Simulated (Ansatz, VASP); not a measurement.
**One calculation of CoSn2, two programs**

```
Co Sn
1.0
    -3.18250    3.18250    2.72850
     3.18250   -3.18250    2.72850
     3.18250    3.18250   -2.72850
Co Sn
2 4
Direct
  0.25000 0.25000 0.00000
  0.75000 0.75000 0.00000
  0.65800 0.15800 0.81600
  0.15800 0.34200 0.50000
  0.34200 0.84200 0.18400
  0.84200 0.65800 0.50000
```

Alike in both runs: task single point; functional PBEsol; k mesh 4 × 4 × 4; occupations gaussian, width 0.1 eV; no spin polarisation.

|  | VASP | Ansatz |
| --- | --- | --- |
| version | VASP 6.6.1 | Ansatz 0.2.0 |
| potentials or method | VASP PAW PBE potentials, release 64 (Co, Sn_d), cutoff 520 eV | scalar-relativistic, plane waves, PAW |
| valence electrons in the cell | 74 | 90 |

```tsv
	VASP	Ansatz	Ansatz less VASP
gap on the k mesh at the Fermi level (eV)	none	none	-
pressure (GPa)	-3.9	-3.9	-0.04
traceless stress, the component that is largest in VASP (GPa)	-0.88	-0.91	-0.026
rms of the force components (eV/Å)	0.375	0.373	-0.0014
```

VASP's potentials were made for PBE, not for PBEsol. Atom by atom the forces differ by 0.001 eV/Å (rms over components). A gap of «none» marks a metal or a gap that the smearing closes. With one functional, cell and mesh, what is left measures potentials, basis and numerics. VASP's potentials hold 74 valence electrons a cell and Ansatz's 90, so a difference there can come from the potentials and not from the codes.

The k mesh is coarse, so the values compare programs but aren't converged.
